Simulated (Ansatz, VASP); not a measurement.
**InPd: VASP beside Ansatz**

```
CELL_PARAMETERS angstrom
3.27188 0.00000 0.00000
0.00000 3.27188 0.00000
0.00000 0.00000 3.27188
ATOMIC_POSITIONS crystal
In 0.00000 0.00000 0.00000
Pd 0.50000 0.50000 0.43123
```

Alike in both runs: task single point; functional PBE; k mesh 14 × 14 × 14; occupations gaussian, width 0.15 eV; no spin polarisation.

```csv
,VASP,Ansatz
version,VASP 6.6.1,Ansatz 0.2.0
potentials or method,"VASP PAW PBE potentials, release 64 (In_d, Pd), cutoff 520 eV","scalar-relativistic, plane waves, PAW"
valence electrons in the cell,23,31
```

VASP gave:

- gap on the k mesh at the Fermi level (eV): none
- pressure (GPa): 6.1
- traceless stress, the component that is largest in VASP (GPa): -1.47
- rms of the force components (eV/Å): 0.551

Q: Estimate Ansatz's values.

A: gap on the k mesh at the Fermi level (eV): none; pressure (GPa): 6.1; traceless stress, the component that is largest in VASP (GPa): -1.46; rms of the force components (eV/Å): 0.545.

Atom by atom the forces differ by 0.007 eV/Å (rms over components). A gap of «none» marks a metal or a gap that the smearing closes. VASP's potentials hold 23 valence electrons a cell and Ansatz's 31, so a difference there can come from the potentials and not from the codes.
